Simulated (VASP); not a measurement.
# Na5SrNbAs4: single point with LDA

The system is Na5SrNbAs4.

```
CELL_PARAMETERS angstrom
4.79942 -8.33089 0.00000
4.79942 8.33089 0.00000
-0.00464 0.00000 7.55924
ATOMIC_POSITIONS crystal
Na 0.49152 0.55153 0.61130
Na 0.04955 0.50979 0.62845
Na 0.51219 0.43822 0.12808
Na 0.51538 0.12142 0.14320
Na 0.87363 0.14355 0.79688
Na 0.28412 0.15650 0.78631
Na 0.79356 0.62844 0.78250
Na 0.14412 0.88340 0.25821
Na 0.72953 0.85805 0.30035
Na 0.12256 0.28872 0.38476
Sr 0.44944 0.93844 0.55467
Sr 0.97515 0.45808 0.12382
Nb 0.64643 0.32500 0.50948
Nb 0.36529 0.69775 0.99122
As 0.65051 0.31834 0.84143
As 0.32312 0.66614 0.31740
As 0.21628 0.84027 0.90129
As 0.62496 0.79043 0.89312
As 0.21287 0.40255 0.87421
As 0.78561 0.16588 0.41110
As 0.36746 0.20507 0.40884
As 0.80969 0.60151 0.39589
```

```json
{
  "Program": "VASP 6.6.1",
  "Task": "single point",
  "Functional": "LDA",
  "Potentials or basis": "VASP PAW LDA potentials, release 64 (Na_pv, Sr_sv, Nb_sv, As)",
  "Cutoff": "400 eV",
  "k mesh": "1 × 1 × 1",
  "Occupations": "fermi-dirac, width 0.05 eV",
  "Spin": "no spin polarisation",
  "Dipole correction": "no",
  "Further INCAR settings": "ALGO = Normal; EDIFF = 1e-06; NBANDS = 95"
}
```

* Pressure: -2.0 GPa
* Largest force: 2.682 eV/Å

Forces in eV/Å, atoms in the order of the input:
```
Na  -0.390  0.326 -0.151
Na   0.299  0.234 -0.034
Na   0.274  0.441 -0.165
Na  -0.160 -0.630 -0.573
Na  -0.313  0.119 -0.033
Na   0.074 -0.089  0.095
Na   1.091  0.267  0.166
Na  -0.290 -0.062  0.000
Na  -0.354  0.049 -0.279
Na   0.342 -0.346  0.067
Sr  -0.150 -0.146  1.373
Sr  -0.044  0.597 -0.090
Nb   1.155 -0.852  0.495
Nb  -2.610  0.590  0.179
As  -0.284 -0.402 -0.662
As  -0.119 -0.399 -0.225
As  -0.065 -0.737 -0.212
As   1.446 -0.313 -0.470
As   0.339  0.833  0.423
As   0.313  1.032 -0.038
As  -0.053 -0.219  0.157
As  -0.500 -0.293 -0.023
```

Stress tensor (GPa, compression positive):
```
-1.43  0.29 -0.14
 0.29 -1.84  0.19
-0.14  0.19 -2.73
```

Levels at points of the mesh, in eV from the Fermi level:
```
           k point  band 74  band 75  band 76  band 77  band 78  band 79  band 80  band 81  band 82  band 83
(0.00, 0.00, 0.00)    -1.09    -0.96    -0.87    -0.75    -0.60     0.60     0.77     1.00     1.21     1.31
```

It took 94 s on 1 thread of AMD EPYC 7R43 64-Core Processor (Zen 3), on a shared host, peak memory 0.32 GiB.

Caveat: the k points lie up to 0.83 Å⁻¹ apart, too coarse for converged energies, forces and pressures; forces of over 1 eV/Å act on the atoms, so gaps and moduli don't describe the material at rest.
